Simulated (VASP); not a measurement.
Set up this calculation in VASP 6.6.1, as the native input.

```yaml
Task: single point
Functional: LDA
Potentials_or_basis: VASP PAW LDA potentials, release 64 (Rb_sv)
Cutoff: 520 eV
k_mesh: 12 × 12 × 12
Occupations: gaussian, width 0.15 eV
Spin: no spin polarisation
Dipole_correction: no
Further_INCAR_settings: ALGO = Normal; EDIFF = 1e-07; NBANDS = 10
```

The structure of Rb lies in POSCAR:

```
Rb
1.0
    0.0272991350      3.6398846700      3.6398846700
    3.6398846700      0.0272991350      3.6398846700
    3.6671838050      3.6671838050      0.0000000000
Rb
1
Direct
    0.0000000000      0.0000000000      0.0000000000
```

This cell differs from its parent crystal: strain +0.0150 x Voigt [0, 0, 0, 0, 0, 1].

One way to write it, as run:

INCAR

```
  ALGO = Normal
  EDIFF = 1E-7
  ENCUT = 520
  GGA = CA
  ISIF = 2
  ISMEAR = 0
  LASPH = True
  LCHARG = False
  LREAL = False
  LWAVE = False
  NBANDS = 10
  NELM = 100
  PREC = Accurate
  SIGMA = 0.15
```

KPOINTS

```
k-points
0
Gamma
  12 12 12
```

Potentials or basis: VASP PAW LDA potentials, release 64 (Rb_sv).

The run is started by

```bash
$ cat potpaw_LDA.64/Rb_sv/POTCAR > POTCAR
$ mpirun -np 1 vasp_std > vasp.out
```

It gave:

| Item | Value |
| --- | --- |
| Pressure | -0.5 GPa |
| Band gap on the k mesh | zero (an odd number of electrons rules out a gap without spin polarisation) |

Caveat: the cell differs from its parent crystal (strain +0.0150 x Voigt [0, 0, 0, 0, 0, 1]).

It took 81 s on 1 thread of Intel(R) Xeon(R) 6975P-C (Granite Rapids), on a shared host, peak memory 0.38 GiB.
